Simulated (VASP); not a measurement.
# Sn4Se3 (P1) in VASP: relaxation of cell and atoms with PBE+D3(BJ)

Aim: the relaxation of cell and atoms of Sn4Se3 with PBE+D3(BJ).

Everything below comes from runs of VASP 6.6.1. Logs are shortened: lines on timing, memory, paths and dates and some standing lists are left out, and cuts for length are marked.

## 1. The cell of the first run

The typed cell holds 14 atoms: a = 8.454 Å, b = 8.454 Å, c = 8.454 Å, α = 60.00°, β = 60.00°, γ = 60.00°.

## 2. Relaxation of cell and atoms, PBE+D3(BJ)

File INCAR:

```
ALGO = Normal ; EDIFF = 1E-7
EDIFFG = -0.04 ; ENCUT = 500
GGA = PE ; GGA_COMPAT = False
IBRION = 2 ; ISIF = 3
ISMEAR = 0 ; ISYM = -1
IVDW = 12 ; KPAR = 1
LASPH = True ; LCHARG = False
LREAL = False ; LWAVE = False
NELM = 120 ; NELMIN = 4
NSW = 70 ; PREC = Accurate
SIGMA = 0.1
```

File KPOINTS:

```
explicit points
4
Reciprocal
  0.25000000   0.25000000   0.25000000 2
  0.25000000   0.25000000   0.75000000 2
  0.25000000   0.75000000   0.25000000 2
  0.25000000   0.75000000   0.75000000 2
```

File POSCAR:

```
Sn4Se3
1.0
   -5.9775376384      5.9775376384      0.0000000000
    0.0000000000      5.9775376384     -5.9775376384
   -5.9775376384      0.0000000000     -5.9775376384
Sn Se
8 6
Direct
    0.9991343141      0.0045512276      0.4980134669
    0.9999002886      0.4997522161      0.4973376854
    0.0011939681      0.0026591729      0.9976987704
    0.9976233822      0.5004078845      0.9957336371
    0.5003390963      0.0047517738      0.4988209415
    0.5003048020      0.5023547817      0.4974653040
    0.5017521962      0.9987686351      0.9999462820
    0.5014188563      0.4971605004      0.0027137652
    0.2465994745      0.2512309828      0.7497747357
    0.2515720976      0.7534274539      0.2507163035
    0.7463969907      0.7500104605      0.7505759831
    0.7525892410      0.2498976811      0.7508831263
    0.7481739833      0.7548007289      0.2510066377
    0.7467618841      0.2514145821      0.2505476609
```

Potentials or basis: VASP PAW PBE potentials, release 64 (Sn_d, Se).

Started as:

```bash
> cat potpaw_PBE.64/Sn_d/POTCAR potpaw_PBE.64/Se/POTCAR > POTCAR
> mpirun -np 4 vasp_std > vasp.out
```

OUTCAR:

```text
EDIFF = 1E-7
   EDIFFG = -0.04
   ENCUT = 500
   GGA = PE
   IBRION = 2
   ISIF = 3
   ISMEAR = 0
   ISYM = -1
   IVDW = 12
   LASPH = True
   LREAL = False
   NELM = 120
   NELMIN = 4
   NSW = 70
   PREC = Accurate
 IVDW          = 12

 ion  position               nearest neighbor table
   1  0.999  0.005  0.498-  12 2.98  10 2.98  14 2.99  11 3.03
   2  1.000  0.500  0.497-  12 2.97  13 2.98   9 2.98  11 3.01  10 3.02
   3  0.001  0.003  0.998-   9 2.95  12 2.96  13 2.99  14 3.00  10 3.01
   4  0.998  0.500  0.996-   9 2.96  11 2.97  14 2.99  13 3.05
   5  0.500  0.005  0.499-  14 2.95   9 2.97  13 2.98  11 2.98
   6  0.500  0.502  0.497-  10 2.96  14 2.98  13 2.99   9 3.02  12 3.02
   7  0.502  0.999  1.000-  10 2.96  13 2.97  11 2.98  12 3.00   9 3.02
   8  0.501  0.497  0.003-  14 2.95  11 2.98  12 2.98  10 3.01
   9  0.247  0.251  0.750-   3 2.95   4 2.96   5 2.97   2 2.98   6 3.02   7 3.02
  10  0.252  0.753  0.251-   6 2.96   7 2.96   1 2.98   3 3.01   8 3.01   2 3.02
  11  0.746  0.750  0.751-   4 2.97   8 2.98   5 2.98   7 2.98   2 3.01   1 3.03
  12  0.753  0.250  0.751-   3 2.96   2 2.97   1 2.98   8 2.98   7 3.00   6 3.02
  13  0.748  0.755  0.251-   7 2.97   5 2.98   2 2.98   6 2.99   3 2.99   4 3.05
  14  0.747  0.251  0.251-   5 2.95   8 2.95   6 2.98   1 2.99   4 2.99   3 3.00

IMPORTANT INFORMATION: All symmetrisations will be switched off!
NOSYMM: (Re-)initialisation of all symmetry stuff for point group C_1.

----------------------------------------------------------------------------------------

                                     Primitive cell

  volume of cell :     427.1663

  direct lattice vectors                    reciprocal lattice vectors
    -5.977537638  5.977537638  0.000000000    -0.083646483  0.083646483  0.083646483
     0.000000000  5.977537638 -5.977537638     0.083646483  0.083646483 -0.083646483
    -5.977537638  0.000000000 -5.977537638    -0.083646483 -0.083646483 -0.083646483

  length of vectors
     8.453514798  8.453514798  8.453514798     0.144879958  0.144879958  0.144879958

  position of ions in fractional coordinates (direct lattice)
     0.999134314  0.004551228  0.498013467
     0.999900289  0.499752216  0.497337685
     0.001193968  0.002659173  0.997698770
     0.997623382  0.500407884  0.995733637
     0.500339096  0.004751774  0.498820941
     0.500304802  0.502354782  0.497465304
     0.501752196  0.998768635  0.999946282
     0.501418856  0.497160500  0.002713765
     0.246599475  0.251230983  0.749774736
     0.251572098  0.753427454  0.250716303
     0.746396991  0.750010461  0.750575983
     0.752589241  0.249897681  0.750883126
     0.748173983  0.754800729  0.251006638
     0.746761884  0.251414582  0.250547661

  ion indices of the primitive-cell ions
   primitive index   ion index
                 1           1
                 2           2
                 3           3
                 4           4
                 5           5
                 6           6
                 7           7
                 8           8
                 9           9
                10          10
[... 27 lines left out ...]
 SYSTEM =  unknown system
   PREC   = accura    normal or accurate (medium, high low for compatibility)
   ISTART =      0    job   : 0-new  1-cont  2-samecut
   ICHARG =      2    charge: 1-file 2-atom 10-const
   ISPIN  =      1    spin polarized calculation?
   LNONCOLLINEAR =      F non collinear calculations
   LSORBIT =      F    spin-orbit coupling
   LASPH  =      T    aspherical Exc in radial PAW
   ENCUT  =  500.0 eV  36.75 Ry    6.06 a.u.  15.41 15.41 15.41*2*pi/ulx,y,z
   NELM   =    120;   NELMIN=  4; NELMDL= -5     # of ELM steps
   EDIFF  = 0.1E-06   stopping-criterion for ELM
   LREAL  =      F    real-space projection
   EDIFFG = -.4E-01   stopping-criterion for IOM
   NSW    =     70    number of steps for IOM
   IBRION =      2    ionic relax: 0-MD 1-quasi-New 2-CG
   NFREE  =      1    steps in history (QN), initial steepest desc. (CG)
   ISIF   =      3    stress and relaxation
   ISYM   =     -1    0-nonsym 1-usesym 2-fastsym
   POTIM  = 0.5000    time-step for ionic-motion
   TEBEG  =    0.0;   TEEND  =   0.0 temperature during run
   PSTRESS=    0.0 pullay stress
   NELECT =     148.0000    total number of electrons
   NUPDOWN=      -1.0000    fix difference up-down
   EMIN   =  10.00;   EMAX   =-10.00  energy-range for DOS
   EFERMI =   0.00;   METHOD = LEGACY
   ISMEAR =     0;   SIGMA  =   0.10  broadening in eV -4-tet -1-fermi 0-gaus
   EFERMI_NEDOS =   21; number of points for ismear=-14 and -15
   IALGO  =     38    algorithm
   IMIX   =      4    mixing-type and parameters
     AMIX     =   0.40;   BMIX     =  1.00
     AMIX_MAG =   1.60;   BMIX_MAG =  1.00
  volume/ion in A,a.u.               =      30.51       205.90
  Fermi-wavevector in a.u.,A,eV,Ry     =   1.149820  2.172844 17.988064  1.322085
  Thomas-Fermi vector in A             =   2.286487
   LORBIT       =      0    0 simple, 1 ext, 2 COOP (PROOUT), +10 PAW based schemes
   GGA     = PE    functional components
   LHFCALC =     F    Hartree Fock is set to
   AEXX    =    0.0000 exact exchange contribution
   IVDW    =    12    specifies the selected vdW correction
   LEPSILON=     F    determine dielectric tensor
   LRPA    =     F    only Hartree local field effects (RPA)
 conjugate gradient relaxation of ions
 non-spin polarized calculation
 Gauss-broadening in eV      SIGMA  =   0.10
  energy-cutoff  :      500.00
  volume of cell :      427.17
 maximum number of plane-waves:     10858
 NGX is ok and might be reduce to    64
   NGX = 31   NGY = 31   NGZ = 31

--------------------------------------- Ionic step        1  -------------------------------------------

 number of electron     148.0000009 magnetization

 Free energy of the ion-electron system (eV)
  ---------------------------------------------------
  ext. energy  EPLUGINS =         0.00000000
  ---------------------------------------------------
  free energy    TOTEN  =       -54.90304796 eV

  energy without entropy =      -54.90302378  energy(sigma->0) =      -54.90303587

 E-fermi :   5.4029     XC(G=0):  -9.1647

 val. band max:        5.1370849556   @ k =   0.2500   0.7500   0.7500
 cond. band min:       5.6687912504   @ k =   0.2500   0.7500   0.7500
 fundamental gap:      0.5317062947
 Fermi energy:         5.4028562150
[... 870 lines left out ...]
     85       9.9750      0.00000
     86      10.4035      0.00000
 [bands above 86 left out]

[... ionic steps 4 to 19 ...]

--------------------------------------- Ionic step       20  -------------------------------------------

 number of electron     148.0000009 magnetization

------------------------ aborting loop because EDIFF is reached ----------------------------------------
[... 99 lines left out ...]
--------------------------------------- Ionic step       22  -------------------------------------------

 number of electron     148.0000011 magnetization

 Free energy of the ion-electron system (eV)
  ---------------------------------------------------
  ext. energy  EPLUGINS =         0.00000000
  ---------------------------------------------------
  free energy    TOTEN  =       -55.33619695 eV

  energy without entropy =      -55.33619659  energy(sigma->0) =      -55.33619677

 E-fermi :   6.2039     XC(G=0):  -9.6258

 val. band max:        5.8683319956   @ k =   0.2500   0.7500   0.7500
 cond. band min:       6.5395327230   @ k =   0.2500   0.2500   0.2500
 fundamental gap:      0.6712007273
 Fermi energy:         6.2038965499
[... 400 lines left out ...]
  FREE ENERGIE OF THE ION-ELECTRON SYSTEM (eV)
  ---------------------------------------------------
  free  energy   TOTEN  =       -60.2690623919 eV

  energy  without entropy=      -60.2690620285  energy(sigma->0) =      -60.26906221

 reached required accuracy - stopping structural energy minimisation
```

CONTCAR:

```text
Sn4Se3
   1.00000000000000
    -5.8363765642289112    5.8343394120124783   -0.5309243462596288
    -0.2776111284563806    6.0817304837734003   -6.0158655838173916
    -6.0842954836111396    0.2775860855013823   -6.0167960422075852
  Sn              Se
     8     6
Direct
     0.0152559040884985    0.9942432333866197    0.4947093233810261
[... 17 lines left out ...]
  0.00000000E+00  0.00000000E+00  0.00000000E+00
  0.00000000E+00  0.00000000E+00  0.00000000E+00
  0.00000000E+00  0.00000000E+00  0.00000000E+00
  0.00000000E+00  0.00000000E+00  0.00000000E+00
  0.00000000E+00  0.00000000E+00  0.00000000E+00
  0.00000000E+00  0.00000000E+00  0.00000000E+00
  0.00000000E+00  0.00000000E+00  0.00000000E+00
  0.00000000E+00  0.00000000E+00  0.00000000E+00
  0.00000000E+00  0.00000000E+00  0.00000000E+00
  0.00000000E+00  0.00000000E+00  0.00000000E+00
  0.00000000E+00  0.00000000E+00  0.00000000E+00
```

Wall time 26 min (4 MPI ranks of Intel Xeon Platinum 8259CL at 2.50GHz (Skylake/Cascade Lake), shared host); peak memory 0.28 GiB.

Results:

```yaml
Free_energy: -60.2691 eV
Relaxed_volume: 27.72 Å³/atom
Relaxed_cell: a = 8.270 Å, b = 8.559 Å, c = 8.561 Å, α = 57.31°, β = 55.28°, γ = 55.30°
Space_group_after_relaxing_to_0.1_Å: P2/m (No. 10)
Energy_gained_by_relaxing: 49.2 meV/atom
Ionic_steps: 22
Pressure_after_relaxing: 0.1 GPa
Largest_force_after_relaxing: 0.039 eV/Å
Band_gap_on_the_k_mesh: 0.67 eV
Dispersion_energy_per_atom: -0.352 eV
```

Forces in eV/Å, atoms in the order of the input:
```
Sn  -0.004  0.003 -0.039
Sn   0.009 -0.008  0.034
Sn   0.008 -0.006  0.038
Sn  -0.009  0.013 -0.028
Sn   0.004 -0.003  0.030
Sn   0.000  0.004 -0.033
Sn  -0.007  0.002 -0.037
Sn   0.012 -0.014  0.027
Se  -0.001 -0.002  0.006
Se  -0.002  0.004 -0.003
Se   0.004  0.003  0.003
Se  -0.005  0.006  0.001
Se   0.001 -0.002  0.001
Se  -0.010  0.001  0.001
```

The path:
```tsv
step	energy change (eV)	largest force (eV/Å)	pressure (GPa)	volume (Å³)
1	0.0000	0.6672	-0.98	427.17
2	-0.2018	0.6290	0.06	415.71
3	-0.4266	0.4656	0.99	392.68
4	0.1246	0.4502	6.60	348.36
5	-0.4347	0.4827	1.52	385.68
6	-0.5856	0.2914	0.63	389.57
7	-0.6320	0.1526	-0.13	393.57
8	-0.6325	0.1411	-0.07	393.22
9	-0.6428	0.1360	-0.10	392.96
10	-0.6486	0.1309	-0.14	392.56
11	-0.6575	0.1113	-0.08	391.29
12	-0.6663	0.1128	0.13	388.52
13	-0.6705	0.1012	0.01	389.39
14	-0.6736	0.0812	-0.26	391.46
15	-0.6757	0.0689	-0.23	391.15
16	-0.6798	0.0813	-0.15	390.22
17	-0.6776	0.1299	0.06	388.36
18	-0.6807	0.0978	-0.08	389.59
19	-0.6833	0.0788	-0.01	388.96
20	-0.6863	0.0483	0.18	387.55
21	-0.6864	0.0475	0.22	387.22
22	-0.6885	0.0394	0.12	388.02
```

Final structure:
```yaml
crystal:
  lattice:
    - [-5.83638, 5.83434, -0.53092]
    - [-0.27761, 6.08173, -6.01587]
    - [-6.08430, 0.27759, -6.01680]
  atoms:
    - { symbol: Sn, position: [0.01526, 0.99424, 0.49471] }
    - { symbol: Sn, position: [0.02921, 0.48003, 0.47889] }
    - { symbol: Sn, position: [0.02840, 0.98139, 0.97845] }
    - { symbol: Sn, position: [0.01337, 0.49604, 0.99127] }
    - { symbol: Sn, position: [0.48375, 0.00864, 0.50367] }
    - { symbol: Sn, position: [0.47020, 0.52313, 0.52024] }
    - { symbol: Sn, position: [0.47092, 0.02183, 0.02041] }
    - { symbol: Sn, position: [0.48570, 0.50681, 0.00739] }
    - { symbol: Se, position: [0.25106, 0.25078, 0.74835] }
    - { symbol: Se, position: [0.24816, 0.75216, 0.25035] }
    - { symbol: Se, position: [0.74928, 0.75129, 0.75055] }
    - { symbol: Se, position: [0.74807, 0.25228, 0.75048] }
    - { symbol: Se, position: [0.75094, 0.75069, 0.24830] }
    - { symbol: Se, position: [0.74946, 0.25187, 0.24818] }
```

Levels at points of the mesh, in eV from the valence-band top:
```tsv
k point	band 70	band 71	band 72	band 73	band 74	band 75	band 76	band 77	band 78	band 79
(0.25, 0.25, 0.25)	-1.58	-1.33	-1.02	-0.89	-0.17	0.67	1.26	1.41	1.45	1.61
```

Caveat: spin-orbit coupling is left out, which moves the levels of the heavy elements; a shifted mesh leaves out Γ, where band edges can lie. A k mesh can miss the band edges.
